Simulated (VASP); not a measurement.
# Li (Fm-3m) in VASP: further runs, part 2 of 2

VASP 6.6.1. The steps go on from the part before.

## Step 4: Relaxation of cell and atoms, PBE

File INCAR:

```
PREC = Accurate
ENCUT = 750
EDIFF = 1E-7
ISMEAR = 0
SIGMA = 0.1
LREAL = False
LASPH = True
NELM = 120
ALGO = Normal
ISIF = 3
LWAVE = False
LCHARG = False
GGA = PE
IBRION = 2
NSW = 80
EDIFFG = -0.05
GGA_COMPAT = False
NELMIN = 4
```

File KPOINTS:

```
regular mesh
0
Gamma
  8 8 8
```

File POSCAR:

```
Li
1.0
    0.0000000000      1.9061199242      1.9061199242
    1.9061199242      0.0000000000      1.9061199242
    1.9061199242      1.9061199242      0.0000000000
Li
1
Direct
    0.0000000000      0.0000000000      0.0000000000
```

Potentials or basis: VASP PAW PBE potentials, release 64 (Li_sv).

Started as:

```sh
$ cat potpaw_PBE.64/Li_sv/POTCAR > POTCAR
$ mpirun -np 1 vasp_std > vasp.out
```

OUTCAR:

```text
PREC = Accurate
   ENCUT = 750
   EDIFF = 1E-7
   ISMEAR = 0
   LREAL = False
   LASPH = True
   NELM = 120
   ISIF = 3
   GGA = PE
   IBRION = 2
   NSW = 80
   EDIFFG = -0.05
   NELMIN = 4

 ion  position               nearest neighbor table
   1  0.000  0.000  0.000-

  LATTYP: Found a face centered cubic cell.
 ALAT       =     3.8122398484

  Lattice vectors:

 A1 = (   0.0000000000,   1.9061199242,   1.9061199242)
 A2 = (   1.9061199242,   0.0000000000,   1.9061199242)
 A3 = (   1.9061199242,   1.9061199242,   0.0000000000)

Analysis of symmetry for initial positions (statically):
=====================================================================
 Subroutine PRICEL returns:
 Original cell was already a primitive cell.

 Routine SETGRP: Setting up the symmetry group for a
 face centered cubic supercell.
[... 167 lines left out ...]

 E-fermi :   1.7124     XC(G=0):  -8.0421

 val. band max:        1.6676536603   @ k =   0.5000   0.0000   0.0000
 cond. band min:       1.7569414419   @ k =   0.3750   0.3750   0.0000
 fundamental gap:      0.0892877816
 Fermi energy:         1.7124197686

 k-point     1 :       0.0000    0.0000    0.0000
  band No.  band energies     occupation
      1     -44.0809      2.00000
      2      -2.1149      2.00000
      3      20.6264      0.00000
      4      20.6264      0.00000
      5      20.6264      0.00000
[... 288 lines left out ...]
--------------------------------------- Ionic step        4  -------------------------------------------

 number of electron       2.9999994 magnetization

 Free energy of the ion-electron system (eV)
  ---------------------------------------------------
  ext. energy  EPLUGINS =         0.00000000
  ---------------------------------------------------
  free energy    TOTEN  =        -1.89415991 eV

  energy without entropy =       -1.89271602  energy(sigma->0) =       -1.89343797

 E-fermi :   0.5259     XC(G=0):  -7.0923

 val. band max:        0.4968650549   @ k =   0.3750   0.3750   0.0000
 cond. band min:       0.6544020741   @ k =   0.5000   0.0000   0.0000
 fundamental gap:      0.1575370192
 Fermi energy:         0.5258750604

 k-point     1 :       0.0000    0.0000    0.0000
  band No.  band energies     occupation
      1     -45.8120      2.00000
      2      -2.9070      2.00000
      3      15.2290      0.00000
      4      15.2290      0.00000
      5      15.2290      0.00000
[... 212 lines left out ...]
  FREE ENERGIE OF THE ION-ELECTRON SYSTEM (eV)
  ---------------------------------------------------
  free  energy   TOTEN  =        -1.8941599095 eV

  energy  without entropy=       -1.8927160242  energy(sigma->0) =       -1.89343797

 reached required accuracy - stopping structural energy minimisation
```

OSZICAR:

```text
N       E                     dE             d eps       ncg     rms          rms(c)
DAV:   1     0.129973675857E+01    0.12997E+01   -0.84677E+02   290   0.519E+02
DAV:   2    -0.159021548714E+01   -0.28900E+01   -0.27278E+01   420   0.672E+01
DAV:   3    -0.174732605280E+01   -0.15711E+00   -0.15703E+00   390   0.128E+01
[... 32 lines left out ...]
DAV:   3    -0.189426832372E+01    0.34076E-02   -0.96829E-03   530   0.587E-01    0.137E-01
DAV:   4    -0.189415192989E+01    0.11639E-03   -0.28693E-04   365   0.190E-01    0.325E-02
DAV:   5    -0.189416005909E+01   -0.81292E-05   -0.80856E-05   430   0.826E-02    0.144E-03
DAV:   6    -0.189415990619E+01    0.15289E-06   -0.13431E-06   360   0.166E-02    0.678E-04
DAV:   7    -0.189415990952E+01   -0.33261E-08   -0.39387E-08   175   0.235E-03
   4 F= -.18941599E+01 E0= -.18934380E+01  d E =-.142800E+00
```

CONTCAR:

```text
Li
   1.00000000000000
     0.0000000000000000    2.1500574281416629    2.1500574281416633
     2.1500574281416629    0.0000000000000000    2.1500574281416633
     2.1500574281416629    2.1500574281416629    0.0000000000000000
  Li
     1
Direct
     0.0000000000000000    0.0000000000000000    0.0000000000000000

  0.00000000E+00  0.00000000E+00  0.00000000E+00
```

Run time: 13 s. Hardware: 1 thread of Intel Xeon 8259CL, shared host; peak memory 0.12 GiB.

Results:

```yaml
Free_energy: -1.8942 eV
Relaxed_volume: 19.88 Å³/atom
Relaxed_cell: a = 3.041 Å, b = 3.041 Å, c = 3.041 Å, α = 60.00°, β = 60.00°, γ = 60.00°
Space_group_after_relaxing_to_0.1_Å: Fm-3m (No. 225)
Energy_gained_by_relaxing: 142.8 meV/atom
Ionic_steps: 4
Pressure_after_relaxing: 0.2 GPa
Band_gap_on_the_k_mesh: zero (an odd number of electrons rules out a gap without spin polarisation)
```

Step by step:
| step | energy change (eV) | largest force (eV/Å) | pressure (GPa) | volume (Å³) |
| --- | --- | --- | --- | --- |
| 1 | 0.0000 | 0.0000 | 9.70 | 13.85 |
| 2 | -0.0802 | 0.0000 | 5.34 | 15.60 |
| 3 | -0.1384 | 0.0000 | 1.09 | 18.77 |
| 4 | -0.1428 | 0.0000 | 0.21 | 19.88 |

Final structure:
```cif
data_structure
_symmetry_space_group_name_H-M 'P 1'
_symmetry_Int_Tables_number 1
_cell_length_a 3.0406
_cell_length_b 3.0406
_cell_length_c 3.0406
_cell_angle_alpha 60.000
_cell_angle_beta 60.000
_cell_angle_gamma 60.000
_cell_volume 19.88
loop_
_atom_site_label
_atom_site_type_symbol
_atom_site_fract_x
_atom_site_fract_y
_atom_site_fract_z
_atom_site_occupancy
Li1 Li 0.00000 0.00000 0.00000 1
```

Levels at points of the mesh, in eV from the Fermi level:
```csv
k point,band 1,band 2,band 3,band 4,band 5
"(0.00, 0.00, 0.00)",-46.34,-3.43,14.70,14.70,14.70
"(0.50, 0.00, 0.00)",-46.32,0.13,3.14,12.96,12.96
"(0.50, 0.50, 0.00)",-46.31,1.70,4.93,8.70,8.70
```

Caveat: the volume moved by over 15 % at a fixed basis, so the end points are rough.

## Step 5: Relaxation of cell and atoms, PBE

This run uses another cell than the first one, of 19.79 Å³/atom.

File INCAR:

```
SYSTEM = Li
PREC = Accurate
ENCUT = 600
EDIFF = 1E-6
ISMEAR = 0
SIGMA = 0.1
LREAL = .False.
LASPH = .True.
NELM = 100
ALGO = Normal
ISIF = 3
LWAVE = .False.
LCHARG = .False.
GGA = PE
IBRION = 2
NSW = 80
EDIFFG = -0.01
```

File KPOINTS:

```
regular mesh
0
Gamma
  16 16 16
  0 0 0
```

File POSCAR:

```
Li
1.0
    0.0000000000      2.1468618015      2.1468618015
    2.1468618015      0.0000000000      2.1468618015
    2.1468618015      2.1468618015      0.0000000000
Li
1
Direct
    0.0000000000      0.0000000000      0.0000000000
```

Started as:

```sh
$ cat potpaw_PBE.64/Li_sv/POTCAR > POTCAR
$ mpirun -np 1 vasp_std > vasp.out
```

Run time: 37 s. Hardware: 1 thread of AMD EPYC 7R13, shared host; peak memory 0.11 GiB.

Results (log left out):

| Quantity | Value |
| --- | --- |
| Free energy | -1.9085 eV |
| Relaxed volume | 20.03 Å³/atom |
| Relaxed cell | a = 3.048 Å, b = 3.048 Å, c = 3.048 Å, α = 60.00°, β = 60.00°, γ = 60.00° |
| Space group after relaxing (to 0.1 Å) | Fm-3m (No. 225) |
| Energy gained by relaxing | 0.2 meV/atom |
| Ionic steps | 3 |
| Pressure after relaxing | 0.0 GPa |
| Band gap on the k mesh | zero (an odd number of electrons rules out a gap without spin polarisation) |

Step by step:
| step | energy change (eV) | largest force (eV/Å) | pressure (GPa) | volume (Å³) |
| --- | --- | --- | --- | --- |
| 1 | 0.0000 | 0.0000 | 0.19 | 19.79 |
| 2 | -0.0001 | 0.0000 | 0.13 | 19.86 |
| 3 | -0.0002 | 0.0000 | 0.02 | 20.03 |

Final structure:
```
Li
1.0
     0.00000    2.15537    2.15537
     2.15537    0.00000    2.15537
     2.15537    2.15537    0.00000
Li
1
Direct
  0.00000 0.00000 0.00000
```

Levels at points of the mesh, in eV from the Fermi level:
| k point | band 1 | band 2 | band 3 | band 4 | band 5 |
| --- | --- | --- | --- | --- | --- |
| (0.00, 0.00, 0.00) | -46.48 | -3.55 | 14.50 | 14.50 | 14.50 |
| (0.50, 0.00, 0.00) | -46.46 | 0.00 | 2.99 | 12.76 | 12.76 |
| (0.50, 0.50, 0.00) | -46.46 | 1.56 | 4.77 | 8.53 | 8.53 |

Caveat: the cutoff is under 1.25 times the usual one of these potentials, so pressure, stress and relaxed cells hold a basis-set (Pulay) error.

## Step 6: The runs side by side

| task | cell | k mesh | cutoff (eV) | gap on the mesh (eV) | pressure (GPa) | relaxed volume (Å³/atom) |
| --- | --- | --- | --- | --- | --- | --- |
| single point | a = 2.696 Å, angles 60.0°, 1 atom | 8 × 8 × 8 | 750 | none | 9.7 | - |
| single point | a = 3.036 Å, angles 60.0°, 1 atom | 8 × 8 × 8 | 750 | none | 0.2 | - |
| relaxation of cell and atoms | relaxed from a = 2.696 Å, angles 60.0°, 1 atom | 8 × 8 × 8 | 750 | none | 0.2 | 19.88 |
| relaxation of cell and atoms | relaxed from a = 3.036 Å, angles 60.0°, 1 atom | 16 × 16 × 16 | 600 | none | 0.0 | 20.03 |

Alike in all rows: level PBE; potentials or basis VASP PAW PBE potentials, release 64 (Li_sv); no spin polarisation; smearing gaussian 0.1 eV.

Caveats: the cell stands under pressure (at least some runs); the volume moved by over 15 % at a fixed basis, so the end points are rough (at least some runs); the cutoff is under 1.25 times the usual one of these potentials, so pressure, stress and relaxed cells hold a basis-set (Pulay) error (at least some runs).

Total energies depend on the potentials used, so only differences within one code and one set of settings carry meaning.
